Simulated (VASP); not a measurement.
Be2Cd2S, 5 atoms in the cell. It takes space group Pmmm (No. 47, orthorhombic). Conventional cell: a = 3.306 Å, b = 4.817 Å, c = 6.406 Å, α = 90.00°, β = 90.00°, γ = 90.00°. Be (site symmetry mm2) has 1 Be at 1.63 Å and 4 Cd at 2.19 Å within 2.2 Å. Cd (site symmetry m2m) has 4 Be at 2.19 Å and 2 Cd at 2.35 to 2.46 Å within 2.9 Å. Within 3.8 Å of S (site symmetry mmm) lie 4 Be at 2.90 Å and 2 S at 3.31 Å and 4 Cd at 3.41 Å. 

- Program: VASP 6.6.1
- Task: single point
- Functional: PBE
- Potentials or basis: VASP PAW PBE potentials, release 64 (Be, Cd, S)
- Cutoff: 520 eV
- k mesh: 6 × 4 × 4
- Occupations: gaussian, width 0.1 eV
- Spin: no spin polarisation
- Dipole correction: no
- Further INCAR settings: ALGO = Normal; EDIFF = 1e-07; NBANDS = 25

Potentials or basis: VASP PAW PBE potentials, release 64 (Be, Cd, S).

Command:

```console
$ cat potpaw_PBE.64/Be/POTCAR potpaw_PBE.64/Cd/POTCAR potpaw_PBE.64/S/POTCAR > POTCAR
$ mpirun -np 1 vasp_std > vasp.out
```

Hardware: 1 thread of Intel(R) Xeon(R) 6975P-C (Granite Rapids), with other jobs on the host.

Q: Estimate the wall time of this run.

A: It took 36 s on 1 thread of Intel(R) Xeon(R) 6975P-C (Granite Rapids), with other jobs on the host, peak memory 0.25 GiB. Counts: scf iterations 15, k points 36.
